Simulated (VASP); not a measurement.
# ZrB2 (P6/mmm) in VASP: notebook

ZrB2 is run at these levels: LDA; tasks: single point.

Everything below comes from runs of VASP 6.6.1. Logs are shortened: lines on timing, memory, paths and dates and some standing lists are left out, and cuts for length are marked.

## Step 1: The cell of the first run

Symmetry: P6/mmm, No. 191, hexagonal system. Conventional cell: a = 3.102 Å, b = 3.102 Å, c = 3.520 Å, α = 90.00°, β = 90.00°, γ = 120.00°. Within 3.3 Å of Zr (site symmetry 6/mmm) lie 12 B at 2.51 Å and 6 Zr at 3.10 Å. B (site symmetry -6m2) has 3 B at 1.79 Å within 2.4 Å.

## Step 2: Single point, LDA (equal xx and yy strain of -2 %)

INCAR

```
ALGO = Normal
EDIFF = 1E-6
ENCUT = 520
ISIF = 2
ISMEAR = -1
LASPH = True
LCHARG = False
LREAL = False
LWAVE = False
NBANDS = 16
NELM = 60
PREC = Accurate
SIGMA = 0.03
```

KPOINTS

```
k-points
0
Gamma
  13 13 10
```

POSCAR

```
ZrB2
1.0
    3.1016998290      0.0000000000      0.0000000000
   -1.5508499145      2.6861508469      0.0000000000
    0.0000000000      0.0000000000      3.5200000000
Zr B
1 2
Direct
    0.0000000000      0.0000000000      0.0000000000
    0.3333333333      0.6666666667      0.5000000000
    0.6666666667      0.3333333333      0.5000000000
```

Potentials or basis: VASP PAW LDA potentials, release 64 (Zr_sv, B).

Launch:

```
$ cat potpaw_LDA.64/Zr_sv/POTCAR potpaw_LDA.64/B/POTCAR > POTCAR
$ mpirun -np 1 vasp_std > vasp.out
```

OUTCAR:

```text
EDIFF = 1E-6
   ENCUT = 520
   ISIF = 2
   ISMEAR = -1
   LASPH = True
   LREAL = False
   NELM = 60
   PREC = Accurate

 ion  position               nearest neighbor table
   1  0.000  0.000  0.000-   2 2.51   3 2.51   2 2.51   3 2.51   3 2.51   3 2.51   2 2.51   2 2.51
                             3 2.51   3 2.51   2 2.51   2 2.51
   2  0.333  0.667  0.500-   3 1.79   3 1.79   3 1.79   1 2.51   1 2.51   1 2.51   1 2.51   1 2.51
                             1 2.51
   3  0.667  0.333  0.500-   2 1.79   2 1.79   2 1.79   1 2.51   1 2.51   1 2.51   1 2.51   1 2.51
                             1 2.51

  LATTYP: Found a hexagonal cell.
 ALAT       =     3.1016998290
 C/A-ratio  =     1.1348615901

  Lattice vectors:

 A1 = (   3.1016998290,   0.0000000000,   0.0000000000)
 A2 = (  -1.5508499145,   2.6861508469,   0.0000000000)
 A3 = (   0.0000000000,   0.0000000000,   3.5200000000)

Analysis of symmetry for initial positions (statically):
=====================================================================
 Subroutine PRICEL returns:
 Original cell was already a primitive cell.

 Routine SETGRP: Setting up the symmetry group for a
 hexagonal supercell.

 Subroutine GETGRP returns: Found 24 space group operations
 (whereof 24 operations were pure point group operations)
 out of a pool of 24 trial point group operations.

The static configuration has the point symmetry D_6h.

Analysis of symmetry for dynamics (positions and initial velocities):
=====================================================================
 Subroutine PRICEL returns:
 Original cell was already a primitive cell.

 Routine SETGRP: Setting up the symmetry group for a
 hexagonal supercell.

 Subroutine GETGRP returns: Found 24 space group operations
 (whereof 24 operations were pure point group operations)
 out of a pool of 24 trial point group operations.

The dynamic configuration has the point symmetry D_6h.

 Subroutine INISYM returns: Found 24 space group operations
 (whereof 24 operations are pure point group operations),
 and found     1 'primitive' translations

----------------------------------------------------------------------------------------

                                     Primitive cell

  volume of cell :      29.3274

  direct lattice vectors                    reciprocal lattice vectors
     3.101699829  0.000000000  0.000000000     0.322403861  0.186139956  0.000000000
    -1.550849915  2.686150847  0.000000000     0.000000000  0.372279912  0.000000000
     0.000000000  0.000000000  3.520000000     0.000000000  0.000000000  0.284090909

  length of vectors
     3.101699829  3.101699829  3.520000000     0.372279912  0.372279912  0.284090909

  position of ions in fractional coordinates (direct lattice)
     0.000000000  0.000000000  0.000000000
     0.333333333  0.666666667  0.500000000
     0.666666667  0.333333333  0.500000000

  ion indices of the primitive-cell ions
   primitive index   ion index
                 1           1
                 2           2
                 3           3

----------------------------------------------------------------------------------------

 KPOINTS: k-points

Automatic generation of k-mesh.
 Grid dimensions read from file:
 generate k-points for:   13   13   10

 Generating k-lattice:

  Cartesian coordinates                     Fractional coordinates (reciprocal lattice)
     0.024800297  0.014318458  0.000000000     0.076923077 -0.000000000  0.000000000
     0.000000000  0.028636916  0.000000000     0.000000000  0.076923077  0.000000000
     0.000000000  0.000000000  0.028409091     0.000000000  0.000000000  0.100000000

  Length of vectors
     0.028636916  0.028636916  0.028409091

  Shift w.r.t. Gamma in fractional coordinates (k-lattice)
     0.000000000  0.000000000  0.000000000

 Subroutine IBZKPT returns following result:
 ===========================================

 Found    126 irreducible k-points:

 Following reciprocal coordinates:
            Coordinates               Weight
  0.000000  0.000000  0.000000      1.000000
  0.076923 -0.000000  0.000000      6.000000
  0.153846 -0.000000  0.000000      6.000000
  0.230769 -0.000000  0.000000      6.000000
  0.307692 -0.000000  0.000000      6.000000
  0.384615 -0.000000  0.000000      6.000000
[... 16 lines left out ...]
  0.076923 -0.000000  0.100000     12.000000
  0.153846 -0.000000  0.100000     12.000000
 [... further k-points ...]
   k-points           NKPTS =    126   k-points in BZ     NKDIM =    126   number of bands    NBANDS=     16
   number of dos      NEDOS =    301   number of ions     NIONS =      3
   total plane-waves  NPLWV =  16128
   dimension x,y,z NGX =    24 NGY =   24 NGZ =   28
   dimension x,y,z NGXF=    48 NGYF=   48 NGZF=   56
   ions per type =               1   2
   NGX,Y,Z   is equivalent  to a cutoff of  12.86, 12.86, 13.22 a.u.
   NGXF,Y,Z  is equivalent  to a cutoff of  25.73, 25.73, 26.45 a.u.
 SYSTEM =  unknown system
   PREC   = accura    normal or accurate (medium, high low for compatibility)
   ISTART =      0    job   : 0-new  1-cont  2-samecut
   ICHARG =      2    charge: 1-file 2-atom 10-const
   ISPIN  =      1    spin polarized calculation?
   LNONCOLLINEAR =      F non collinear calculations
   LSORBIT =      F    spin-orbit coupling
   LASPH  =      T    aspherical Exc in radial PAW
   ENCUT  =  520.0 eV  38.22 Ry    6.18 a.u.   5.77  5.77  6.54*2*pi/ulx,y,z
   NELM   =     60;   NELMIN=  2; NELMDL= -5     # of ELM steps
   EDIFF  = 0.1E-05   stopping-criterion for ELM
   LREAL  =      F    real-space projection
   EDIFFG = 0.1E-04   stopping-criterion for IOM
   NSW    =      0    number of steps for IOM
   IBRION =     -1    ionic relax: 0-MD 1-quasi-New 2-CG
   NFREE  =      0    steps in history (QN), initial steepest desc. (CG)
   ISIF   =      2    stress and relaxation
   ISYM   =      2    0-nonsym 1-usesym 2-fastsym
   POTIM  = 0.5000    time-step for ionic-motion
   TEBEG  =    0.0;   TEEND  =   0.0 temperature during run
   PSTRESS=    0.0 pullay stress
   NELECT =      18.0000    total number of electrons
   NUPDOWN=      -1.0000    fix difference up-down
   EMIN   =  10.00;   EMAX   =-10.00  energy-range for DOS
   EFERMI =   0.00;   METHOD = LEGACY
   ISMEAR =    -1;   SIGMA  =   0.03  broadening in eV -4-tet -1-fermi 0-gaus
   EFERMI_NEDOS =   21; number of points for ismear=-14 and -15
   IALGO  =     38    algorithm
   IMIX   =      4    mixing-type and parameters
     AMIX     =   0.40;   BMIX     =  1.00
     AMIX_MAG =   1.60;   BMIX_MAG =  1.00
  volume/ion in A,a.u.               =       9.78        65.97
  Fermi-wavevector in a.u.,A,eV,Ry     =   1.391259  2.629099 26.335467  1.935602
  Thomas-Fermi vector in A             =   2.515115
   LORBIT       =      0    0 simple, 1 ext, 2 COOP (PROOUT), +10 PAW based schemes
   GGA     = CA    functional components
   LHFCALC =     F    Hartree Fock is set to
   AEXX    =    0.0000 exact exchange contribution
   IVDW    =     0    specifies the selected vdW correction
   LEPSILON=     F    determine dielectric tensor
   LRPA    =     F    only Hartree local field effects (RPA)
 non-spin polarized calculation
  energy-cutoff  :      520.00
  volume of cell :       29.33
 maximum number of plane-waves:       806
 NGX is ok and might be reduce to    24
   NGX = 11   NGY = 11   NGZ = 13

 number of electron      18.0000000 magnetization

 Free energy of the ion-electron system (eV)
  ---------------------------------------------------
  ext. energy  EPLUGINS =         0.00000000
  ---------------------------------------------------
  free energy    TOTEN  =       -27.47063489 eV

  energy without entropy =      -27.46961086  energy(sigma->0) =      -27.47012288

 E-fermi :  11.0575     XC(G=0): -12.8050

 val. band max:       11.0524577639   @ k =   0.0769  -0.0000   0.3000
 cond. band min:      11.0951779185   @ k =   0.2308   0.2308   0.0000
 fundamental gap:      0.0427201546
 Fermi energy:        11.0574546267

 k-point     1 :       0.0000    0.0000    0.0000
  band No.  band energies     occupation
      1     -37.2341      2.00000
      2     -15.6188      2.00000
      3     -14.9322      2.00000
      4     -14.9322      2.00000
      5      -1.8012      2.00000
      6       8.2452      2.00000
[... 8 lines left out ...]
     15      16.4751      0.00000
     16      16.5800      0.00000

 k-point     2 :       0.0769   -0.0000    0.0000
  band No.  band energies     occupation
      1     -37.2254      2.00000
      2     -15.6063      2.00000
      3     -15.0044      2.00000
      4     -14.9477      2.00000
      5      -1.6769      2.00000
      6       8.0619      2.00000
[... 8 lines left out ...]
     15      17.1207      0.00000
     16      17.2580      0.00000

 k-point     3 :       0.1538   -0.0000    0.0000
  band No.  band energies     occupation
      1     -37.2011      2.00000
      2     -15.5715      2.00000
      3     -15.2003      2.00000
      4     -14.9903      2.00000
      5      -1.3183      2.00000
      6       7.2177      2.00000
[... 8 lines left out ...]
     15      18.1198      0.00000
     16      18.3896      0.00000

 k-point     4 :       0.2308   -0.0000    0.0000
  band No.  band energies     occupation
      1     -37.1665      2.00000
      2     -15.5219      2.00000
      3     -15.4663      2.00000
      4     -15.0498      2.00000
      5      -0.7605      2.00000
      6       6.1616      2.00000
[... 8 lines left out ...]
     15      18.2918      0.00000
     16      20.1031      0.00000
[... 324 lines left out ...]
 k-point    22 :       0.0000    0.0000    0.1000
  band No.  band energies     occupation
      1     -37.2320      2.00000
      2     -15.6595      2.00000
      3     -14.9295      2.00000
      4     -14.9295      2.00000
      5      -1.6430      2.00000
      6       7.3607      2.00000
[... 8 lines left out ...]
     15      17.4104      0.00000
     16      17.4104      0.00000

 k-point    23 :       0.0769   -0.0000    0.1000
  band No.  band energies     occupation
      1     -37.2233      2.00000
      2     -15.6466      2.00000
      3     -15.0014      2.00000
      4     -14.9449      2.00000
      5      -1.5232      2.00000
      6       7.4065      2.00000
[... 8 lines left out ...]
     15      17.3979      0.00000
     16      17.7687      0.00000

 k-point    24 :       0.1538   -0.0000    0.1000
  band No.  band energies     occupation
      1     -37.1990      2.00000
      2     -15.6106      2.00000
      3     -15.1962      2.00000
      4     -14.9874      2.00000
      5      -1.1781      2.00000
      6       7.1690      2.00000
[... 8 lines left out ...]
     15      18.2380      0.00000
     16      18.8179      0.00000

 [... further k-points ...]
[... 5 lines left out ...]
  --------------------------------------------------------------------------------------
  -------------------------------------------------------------------------------------
  Total        1.0892477      1.0892477     -0.1302160      0.0000000     -0.0000000      0.0000000
  in kB       59.5065023     59.5065023     -7.1138059      0.0000000     -0.0000000      0.0000000
  external PRESSURE =      37.2997329 kB  Pullay stress =       0.0000000 kB

 VOLUME and BASIS-vectors are now :
 -----------------------------------------------------------------------------
  energy-cutoff  :      520.00
  volume of cell :       29.33
      direct lattice vectors                 reciprocal lattice vectors
     3.101699829  0.000000000  0.000000000     0.322403861  0.186139956  0.000000000
    -1.550849915  2.686150847  0.000000000     0.000000000  0.372279912  0.000000000
     0.000000000  0.000000000  3.520000000     0.000000000  0.000000000  0.284090909

 POSITION                                       TOTAL-FORCE (eV/Angst)
 -----------------------------------------------------------------------------------
      0.00000      0.00000      0.00000        -0.000000      0.000000     -0.000000
     -0.00000      1.79077      1.76000        -0.000000     -0.000000      0.000000
      1.55085      0.89538      1.76000         0.000000      0.000000     -0.000000
 -----------------------------------------------------------------------------------
    total drift:                               -0.000000      0.000000     -0.000000

  FREE ENERGIE OF THE ION-ELECTRON SYSTEM (eV)
  ---------------------------------------------------
  free  energy   TOTEN  =       -27.4706348924 eV

  energy  without entropy=      -27.4696108584  energy(sigma->0) =      -27.47012288
```

Run time: 25 s. Hardware: 1 thread of Intel Xeon Platinum 8375C at 2.90GHz (Ice Lake), shared host; peak memory 0.17 GiB.

What came out:

* Free energy: -27.4706 eV
* Pressure: 3.7 GPa
* Band gap on the k mesh: zero (bands 9 and 10 overlap by 1.04 eV)

Levels at points of the mesh, in eV from the Fermi level:
```csv
k point,band 7,band 8,band 9,band 10,band 11,band 12
"(0.00, 0.00, 0.00)",-2.65,-2.65,-2.47,3.54,3.54,4.17
"(0.00, 0.00, 0.50)",-0.95,-0.95,0.45,0.45,0.74,0.74
```

Caveat: the cell differs from its parent crystal (equal xx and yy strain of -2 %); the cell stands under pressure.

## Step 3: Single point, LDA (equal xx and yy strain of -1 %)

INCAR

```
PREC = Accurate
ENCUT = 520
EDIFF = 1E-6
ISMEAR = -1
SIGMA = 0.03
LREAL = F
LASPH = T
NELM = 60
ALGO = Normal
ISIF = 2
LWAVE = F
LCHARG = F
GGA = CA
NBANDS = 16
```

KPOINTS

```
Automatic mesh
0
Gamma
  13 13 10
```

POSCAR

```
ZrB2
1.0
    3.1333498272      0.0000000000      0.0000000000
   -1.5666749137      2.7135605494      0.0000000000
    0.0000000000      0.0000000000      3.5200000000
Zr B
1 2
Direct
    0.0000000000      0.0000000000      0.0000000000
    0.3333333333      0.6666666667      0.5000000000
    0.6666666667      0.3333333333      0.5000000000
```

Potentials or basis: VASP PAW LDA potentials, release 64 (Zr_sv, B).

Launch:

```
$ cat potpaw_LDA.64/Zr_sv/POTCAR potpaw_LDA.64/B/POTCAR > POTCAR
$ mpirun -np 1 vasp_std > vasp.out
```

OUTCAR:

```text
PREC = Accurate
   ENCUT = 520
   EDIFF = 1E-6
   ISMEAR = -1
   LREAL = F
   LASPH = T
   NELM = 60
   ISIF = 2
   GGA = CA

 ion  position               nearest neighbor table
   1  0.000  0.000  0.000-   2 2.52   3 2.52   2 2.52   3 2.52   3 2.52   3 2.52   2 2.52   2 2.52
                             3 2.52   3 2.52   2 2.52   2 2.52
   2  0.333  0.667  0.500-   3 1.81   3 1.81   3 1.81   1 2.52   1 2.52   1 2.52   1 2.52   1 2.52
                             1 2.52
   3  0.667  0.333  0.500-   2 1.81   2 1.81   2 1.81   1 2.52   1 2.52   1 2.52   1 2.52   1 2.52
                             1 2.52

  LATTYP: Found a hexagonal cell.
 ALAT       =     3.1333498272
 C/A-ratio  =     1.1233983418

  Lattice vectors:

 A1 = (   3.1333498272,   0.0000000000,   0.0000000000)
 A2 = (  -1.5666749137,   2.7135605494,   0.0000000000)
 A3 = (   0.0000000000,   0.0000000000,   3.5200000000)

Analysis of symmetry for initial positions (statically):
=====================================================================
 Subroutine PRICEL returns:
 Original cell was already a primitive cell.

 Routine SETGRP: Setting up the symmetry group for a
 hexagonal supercell.

 Subroutine GETGRP returns: Found 24 space group operations
 (whereof 24 operations were pure point group operations)
 out of a pool of 24 trial point group operations.

The static configuration has the point symmetry D_6h.

Analysis of symmetry for dynamics (positions and initial velocities):
=====================================================================
 Subroutine PRICEL returns:
 Original cell was already a primitive cell.

 Routine SETGRP: Setting up the symmetry group for a
 hexagonal supercell.

 Subroutine GETGRP returns: Found 24 space group operations
 (whereof 24 operations were pure point group operations)
 out of a pool of 24 trial point group operations.

The dynamic configuration has the point symmetry D_6h.
[... 113 lines left out ...]
   NUPDOWN=      -1.0000    fix difference up-down
   EMIN   =  10.00;   EMAX   =-10.00  energy-range for DOS
   EFERMI =   0.00;   METHOD = LEGACY
   ISMEAR =    -1;   SIGMA  =   0.03  broadening in eV -4-tet -1-fermi 0-gaus
   EFERMI_NEDOS =   21; number of points for ismear=-14 and -15
   IALGO  =     38    algorithm
   IMIX   =      4    mixing-type and parameters
     AMIX     =   0.40;   BMIX     =  1.00
     AMIX_MAG =   1.60;   BMIX_MAG =  1.00
  volume/ion in A,a.u.               =       9.98        67.32
  Fermi-wavevector in a.u.,A,eV,Ry     =   1.381875  2.611364 25.981379  1.909577
  Thomas-Fermi vector in A             =   2.506618
   LORBIT       =      0    0 simple, 1 ext, 2 COOP (PROOUT), +10 PAW based schemes
   GGA     = CA    functional components
   LHFCALC =     F    Hartree Fock is set to
   AEXX    =    0.0000 exact exchange contribution
   IVDW    =     0    specifies the selected vdW correction
   LEPSILON=     F    determine dielectric tensor
   LRPA    =     F    only Hartree local field effects (RPA)
 non-spin polarized calculation
  energy-cutoff  :      520.00
  volume of cell :       29.93
 maximum number of plane-waves:       824
 NGX is ok and might be reduce to    24
   NGX = 11   NGY = 11   NGZ = 13

 number of electron      18.0000000 magnetization

 Free energy of the ion-electron system (eV)
  ---------------------------------------------------
  ext. energy  EPLUGINS =         0.00000000
  ---------------------------------------------------
  free energy    TOTEN  =       -27.48030454 eV

  energy without entropy =      -27.47917907  energy(sigma->0) =      -27.47974180

 E-fermi :  10.8509     XC(G=0): -12.7111

 val. band max:       10.8493616329   @ k =   0.0769   0.0769   0.3000
 cond. band min:      10.8614499624   @ k =   0.0769  -0.0000   0.3000
 fundamental gap:      0.0120883296
 Fermi energy:        10.8508532748

 k-point     1 :       0.0000    0.0000    0.0000
  band No.  band energies     occupation
      1     -37.5103      2.00000
      2     -15.8755      2.00000
      3     -15.2493      2.00000
      4     -15.2493      2.00000
      5      -1.9291      2.00000
      6       8.0878      2.00000
[... 433 lines left out ...]
      3     -15.4897      2.00000
      4     -15.2996      2.00000
      5      -1.3185      2.00000
      6       6.9412      2.00000
[... 8 lines left out ...]
     15      17.7378      0.00000
     16      18.3909      0.00000

 [... further k-points ...]
[... 5 lines left out ...]
  --------------------------------------------------------------------------------------
  -------------------------------------------------------------------------------------
  Total       -0.1692834     -0.1692834     -0.6516087      0.0000000      0.0000000      0.0000000
  in kB       -9.0622068     -9.0622068    -34.8824008      0.0000000      0.0000000      0.0000000
  external PRESSURE =     -17.6689381 kB  Pullay stress =       0.0000000 kB

 VOLUME and BASIS-vectors are now :
 -----------------------------------------------------------------------------
  energy-cutoff  :      520.00
  volume of cell :       29.93
      direct lattice vectors                 reciprocal lattice vectors
     3.133349827  0.000000000  0.000000000     0.319147256  0.184259754  0.000000000
    -1.566674914  2.713560549  0.000000000     0.000000000  0.368519509  0.000000000
     0.000000000  0.000000000  3.520000000     0.000000000  0.000000000  0.284090909

 POSITION                                       TOTAL-FORCE (eV/Angst)
 -----------------------------------------------------------------------------------
      0.00000      0.00000      0.00000        -0.000000      0.000000      0.000000
     -0.00000      1.80904      1.76000         0.000000      0.000000      0.000000
      1.56667      0.90452      1.76000         0.000000     -0.000000      0.000000
 -----------------------------------------------------------------------------------
    total drift:                               -0.000000      0.000000      0.000000

  FREE ENERGIE OF THE ION-ELECTRON SYSTEM (eV)
  ---------------------------------------------------
  free  energy   TOTEN  =       -27.4803045358 eV

  energy  without entropy=      -27.4791790653  energy(sigma->0) =      -27.47974180
```

Wall time 25 s (1 thread of Intel Xeon Platinum 8375C at 2.90GHz (Ice Lake), shared host); peak memory 0.17 GiB.

What came out:

| Property | Result |
| --- | --- |
| Free energy | -27.4803 eV |
| Pressure | -1.8 GPa |
| Band gap on the k mesh | zero (bands 9 and 10 overlap by 0.89 eV) |

Stress tensor (GPa, compression positive):
```
-0.91  0.00  0.00
 0.00 -0.91  0.00
 0.00  0.00 -3.49
```

Caveat: the cell differs from its parent crystal (equal xx and yy strain of -1 %).
